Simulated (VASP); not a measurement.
# PtS2 (P-3m1) in VASP: notebook

Runs on PtS2. Level: PBEsol. Tasks: single point.

Everything below comes from runs of VASP 6.6.1. Logs are shortened: lines on timing, memory, paths and dates and some standing lists are left out, and cuts for length are marked.

**1. The cell of the first run**

It takes space group P-3m1 (No. 164, trigonal). Conventional cell: a = 3.495 Å, b = 3.495 Å, c = 4.971 Å, α = 90.00°, β = 90.00°, γ = 120.00°. Pt (site symmetry -3m) has 6 S at 2.31 Å within 3.1 Å. Within 3.1 Å of S (site symmetry 3m) lie 3 Pt at 2.31 Å and 3 S at 3.03 Å.

**2. Single point, PBEsol (volume scaled by 0.96)**

The input, INCAR:

```
ALGO     = Normal         # electronic algorithm
EDIFF    = 1E-7           # SCF threshold, eV
ENCUT    = 520            # plane-wave cutoff, eV
GGA      = PS             # functional
ISIF     = 2              # what is computed and relaxed
ISMEAR   = -1             # smearing method
LASPH    = True           # aspherical terms in the spheres
LCHARG   = True           # write CHGCAR
LELF     = True           # ELF
LREAL    = False          # projectors in reciprocal space
LVHAR    = True         
LWAVE    = False          # write WAVECAR
NBANDS   = 18             # bands
NELM     = 100            # most SCF steps
PREC     = Accurate       # precision mode
SIGMA    = 0.05           # smearing width, eV
```

The input, KPOINTS:

```
k-points
0
Gamma
  9 9 5
```

The input, POSCAR:

```
PtS2
1.0
    3.4953130487      0.0000000000      0.0000000000
   -1.7476565244      3.0270298944      0.0000000000
    0.0000000000      0.0000000000      4.9706997601
Pt S
1 2
Direct
    0.0000000000      0.0000000000      0.0000000000
    0.6666666667      0.3333333333      0.7730000000
    0.3333333333      0.6666666667      0.2270000000
```

Potentials or basis: VASP PAW PBE potentials, release 64 (Pt, S).

Started as:

```console
$ cat potpaw_PBE.64/Pt/POTCAR potpaw_PBE.64/S/POTCAR > POTCAR
$ mpirun -np 1 vasp_std > vasp.out
```

OUTCAR:

```text
EDIFF = 1E-7
   ENCUT = 520
   GGA = PS
   ISIF = 2
   ISMEAR = -1
   LASPH = True
   LREAL = False
   NELM = 100
   PREC = Accurate

 ion  position               nearest neighbor table
   1  0.000  0.000  0.000-   2 2.31   3 2.31   2 2.31   3 2.31   2 2.31   3 2.31
   2  0.667  0.333  0.773-   1 2.31   1 2.31   1 2.31
   3  0.333  0.667  0.227-   1 2.31   1 2.31   1 2.31

  LATTYP: Found a hexagonal cell.
 ALAT       =     3.4953130487
 C/A-ratio  =     1.4221043125

  Lattice vectors:

 A1 = (   3.4953130487,   0.0000000000,   0.0000000000)
 A2 = (  -1.7476565244,   3.0270298944,   0.0000000000)
 A3 = (   0.0000000000,   0.0000000000,   4.9706997601)

Analysis of symmetry for initial positions (statically):
=====================================================================
 Subroutine PRICEL returns:
 Original cell was already a primitive cell.

 Routine SETGRP: Setting up the symmetry group for a
 hexagonal supercell.

 Subroutine GETGRP returns: Found 12 space group operations
 (whereof 12 operations were pure point group operations)
 out of a pool of 24 trial point group operations.

The static configuration has the point symmetry D_3d.

Analysis of symmetry for dynamics (positions and initial velocities):
=====================================================================
 Subroutine PRICEL returns:
 Original cell was already a primitive cell.

 Routine SETGRP: Setting up the symmetry group for a
 hexagonal supercell.

 Subroutine GETGRP returns: Found 12 space group operations
 (whereof 12 operations were pure point group operations)
 out of a pool of 24 trial point group operations.

The dynamic configuration has the point symmetry D_3d.

 Subroutine INISYM returns: Found 12 space group operations
 (whereof 12 operations are pure point group operations),
 and found     1 'primitive' translations

----------------------------------------------------------------------------------------

                                     Primitive cell

  volume of cell :      52.5921

  direct lattice vectors                    reciprocal lattice vectors
     3.495313049  0.000000000  0.000000000     0.286097407  0.165178415  0.000000000
    -1.747656524  3.027029894  0.000000000     0.000000000  0.330356830  0.000000000
     0.000000000  0.000000000  4.970699760     0.000000000  0.000000000  0.201178918

  length of vectors
     3.495313049  3.495313049  4.970699760     0.330356830  0.330356830  0.201178918

  position of ions in fractional coordinates (direct lattice)
     0.000000000  0.000000000  0.000000000
     0.666666667  0.333333333  0.773000000
     0.333333333  0.666666667  0.227000000

  ion indices of the primitive-cell ions
   primitive index   ion index
                 1           1
                 2           2
                 3           3

----------------------------------------------------------------------------------------

 KPOINTS: k-points

Automatic generation of k-mesh.
 Grid dimensions read from file:
 generate k-points for:    9    9    5

 Generating k-lattice:

  Cartesian coordinates                     Fractional coordinates (reciprocal lattice)
     0.031788601  0.018353157  0.000000000     0.111111111  0.000000000  0.000000000
     0.000000000  0.036706314  0.000000000     0.000000000  0.111111111  0.000000000
     0.000000000  0.000000000  0.040235784     0.000000000  0.000000000  0.200000000

  Length of vectors
     0.036706314  0.036706314  0.040235784

  Shift w.r.t. Gamma in fractional coordinates (k-lattice)
     0.000000000  0.000000000  0.000000000

 Subroutine IBZKPT returns following result:
 ===========================================

 Found     50 irreducible k-points:

 Following reciprocal coordinates:
            Coordinates               Weight
  0.000000  0.000000  0.000000      1.000000
  0.111111 -0.000000  0.000000      6.000000
  0.222222  0.000000  0.000000      6.000000
  0.333333  0.000000  0.000000      6.000000
  0.444444  0.000000  0.000000      6.000000
  0.111111  0.111111  0.000000      6.000000
[... 16 lines left out ...]
  0.222222  0.111111  0.200000     12.000000
 -0.111111  0.333333  0.200000     12.000000
 [... further k-points ...]
   k-points           NKPTS =     50   k-points in BZ     NKDIM =     50   number of bands    NBANDS=     18
   number of dos      NEDOS =    301   number of ions     NIONS =      3
   total plane-waves  NPLWV =  31360
   dimension x,y,z NGX =    28 NGY =   28 NGZ =   40
   dimension x,y,z NGXF=    56 NGYF=   56 NGZF=   80
   ions per type =               1   2
   NGX,Y,Z   is equivalent  to a cutoff of  13.32, 13.32, 13.38 a.u.
   NGXF,Y,Z  is equivalent  to a cutoff of  26.64, 26.64, 26.76 a.u.
 SYSTEM =  unknown system
   PREC   = accura    normal or accurate (medium, high low for compatibility)
   ISTART =      0    job   : 0-new  1-cont  2-samecut
   ICHARG =      2    charge: 1-file 2-atom 10-const
   ISPIN  =      1    spin polarized calculation?
   LNONCOLLINEAR =      F non collinear calculations
   LSORBIT =      F    spin-orbit coupling
   LASPH  =      T    aspherical Exc in radial PAW
   ENCUT  =  520.0 eV  38.22 Ry    6.18 a.u.   6.50  6.50  9.24*2*pi/ulx,y,z
   NELM   =    100;   NELMIN=  2; NELMDL= -5     # of ELM steps
   EDIFF  = 0.1E-06   stopping-criterion for ELM
   LREAL  =      F    real-space projection
   EDIFFG = 0.1E-05   stopping-criterion for IOM
   NSW    =      0    number of steps for IOM
   IBRION =     -1    ionic relax: 0-MD 1-quasi-New 2-CG
   NFREE  =      0    steps in history (QN), initial steepest desc. (CG)
   ISIF   =      2    stress and relaxation
   ISYM   =      2    0-nonsym 1-usesym 2-fastsym
   POTIM  = 0.5000    time-step for ionic-motion
   TEBEG  =    0.0;   TEEND  =   0.0 temperature during run
   PSTRESS=    0.0 pullay stress
   NELECT =      22.0000    total number of electrons
   NUPDOWN=      -1.0000    fix difference up-down
   EMIN   =  10.00;   EMAX   =-10.00  energy-range for DOS
   EFERMI =   0.00;   METHOD = LEGACY
   ISMEAR =    -1;   SIGMA  =   0.05  broadening in eV -4-tet -1-fermi 0-gaus
   EFERMI_NEDOS =   21; number of points for ismear=-14 and -15
   IALGO  =     38    algorithm
   IMIX   =      4    mixing-type and parameters
     AMIX     =   0.40;   BMIX     =  1.00
     AMIX_MAG =   1.60;   BMIX_MAG =  1.00
  volume/ion in A,a.u.               =      17.53       118.30
  Fermi-wavevector in a.u.,A,eV,Ry     =   1.224359  2.313704 20.395897  1.499056
  Thomas-Fermi vector in A             =   2.359437
   LORBIT       =      0    0 simple, 1 ext, 2 COOP (PROOUT), +10 PAW based schemes
   GGA     = PS    functional components
   LHFCALC =     F    Hartree Fock is set to
   AEXX    =    0.0000 exact exchange contribution
   IVDW    =     0    specifies the selected vdW correction
   LEPSILON=     F    determine dielectric tensor
   LRPA    =     F    only Hartree local field effects (RPA)
 non-spin polarized calculation
  energy-cutoff  :      520.00
  volume of cell :       52.59
 maximum number of plane-waves:      1459
 NGX is ok and might be reduce to    28
   NGX = 13   NGY = 13   NGZ = 19

 number of electron      22.0000002 magnetization

 Free energy of the ion-electron system (eV)
  ---------------------------------------------------
  ext. energy  EPLUGINS =         0.00000000
  ---------------------------------------------------
  free energy    TOTEN  =       -16.79732658 eV

  energy without entropy =      -16.79732211  energy(sigma->0) =      -16.79732434

 E-fermi :   7.7442     XC(G=0): -10.9698

 val. band max:        7.2753366565   @ k =   0.0000   0.2222   0.2000
 cond. band min:       8.2814329952   @ k =   0.0000   0.3333   0.2000
 fundamental gap:      1.0060963388
 Fermi energy:         7.7442224923

 k-point     1 :       0.0000    0.0000    0.0000
  band No.  band energies     occupation
      1      -8.7382      2.00000
      2      -5.1790      2.00000
      3      -0.2090      2.00000
      4      -0.2090      2.00000
      5      -0.0794      2.00000
      6       2.9920      2.00000
[... 10 lines left out ...]
     17      15.0743      0.00000
     18      19.4507      0.00000

 k-point     2 :       0.1111   -0.0000    0.0000
  band No.  band energies     occupation
      1      -8.5601      2.00000
      2      -5.3052      2.00000
      3      -0.0885      2.00000
      4      -0.0608      2.00000
      5       0.0975      2.00000
      6       2.7426      2.00000
[... 10 lines left out ...]
     17      15.6412      0.00000
     18      18.2166      0.00000

 k-point     3 :       0.2222    0.0000    0.0000
  band No.  band energies     occupation
      1      -8.0592      2.00000
      2      -5.6013      2.00000
      3       0.2208      2.00000
      4       0.2324      2.00000
      5       0.6425      2.00000
      6       1.9837      2.00000
[... 10 lines left out ...]
     17      16.5372      0.00000
     18      16.6040      0.00000

 k-point     4 :       0.3333    0.0000    0.0000
  band No.  band energies     occupation
      1      -7.3554      2.00000
      2      -5.9191      2.00000
      3       0.0811      2.00000
      4       0.5441      2.00000
      5       1.3938      2.00000
      6       1.5002      2.00000
[... 375 lines left out ...]
      4       0.1221      2.00000
      5       0.9495      2.00000
      6       2.3773      2.00000
[... 10 lines left out ...]
     17      16.4704      0.00000
     18      16.7591      0.00000

 k-point    23 :       0.2222    0.1111    0.2000
  band No.  band energies     occupation
      1      -7.5166      2.00000
      2      -5.9520      2.00000
      3       0.2304      2.00000
      4       0.4113      2.00000
      5       1.1135      2.00000
      6       1.9615      2.00000
[... 10 lines left out ...]
     17      16.5104      0.00000
     18      16.8685      0.00000

 k-point    24 :      -0.1111    0.3333    0.2000
  band No.  band energies     occupation
      1      -7.5438      2.00000
      2      -5.8902      2.00000
      3       0.0445      2.00000
      4       0.3612      2.00000
      5       1.3006      2.00000
      6       1.6737      2.00000
[... 10 lines left out ...]
     17      15.7113      0.00000
     18      17.7737      0.00000

 [... further k-points ...]
[... 5 lines left out ...]
  --------------------------------------------------------------------------------------
  -------------------------------------------------------------------------------------
  Total        4.9236894      4.9236894      3.5728331     -0.0000000      0.0000000     -0.0000000
  in kB      149.9964270    149.9964270    108.8436241     -0.0000000      0.0000000     -0.0000000
  external PRESSURE =     136.2788260 kB  Pullay stress =       0.0000000 kB

 VOLUME and BASIS-vectors are now :
 -----------------------------------------------------------------------------
  energy-cutoff  :      520.00
  volume of cell :       52.59
      direct lattice vectors                 reciprocal lattice vectors
     3.495313049  0.000000000  0.000000000     0.286097407  0.165178415  0.000000000
    -1.747656524  3.027029894  0.000000000     0.000000000  0.330356830  0.000000000
     0.000000000  0.000000000  4.970699760     0.000000000  0.000000000  0.201178918

 POSITION                                       TOTAL-FORCE (eV/Angst)
 -----------------------------------------------------------------------------------
      0.00000      0.00000      0.00000         0.000000      0.000000      0.000000
      1.74766      1.00901      3.84235        -0.000000      0.000000     -1.601365
     -0.00000      2.01802      1.12835         0.000000     -0.000000      1.601365
 -----------------------------------------------------------------------------------
    total drift:                                0.000000     -0.000000      0.000000

  FREE ENERGIE OF THE ION-ELECTRON SYSTEM (eV)
  ---------------------------------------------------
  free  energy   TOTEN  =       -16.7973265782 eV

  energy  without entropy=      -16.7973221086  energy(sigma->0) =      -16.79732434
```

It took 36 s on 1 thread of Intel Xeon Platinum 8488C (Sapphire Rapids), shared host; peak memory 0.2 GiB.

What came out:

- Free energy: -16.7973 eV
- Pressure: 13.6 GPa
- Largest force: 1.601 eV/Å
- Band gap on the k mesh: 1.01 eV, indirect (least direct gap 1.05 eV)

Forces in eV/Å, atoms in the order of the input:
```
Pt   0.000  0.000  0.000
S    0.000  0.000 -1.601
S    0.000  0.000  1.601
```

Caveat: the PAW data sets were made with another functional, which shifts forces and pressure a little; spin-orbit coupling is left out, which moves the levels of the heavy elements.

(Continued in part 2 of 2.)
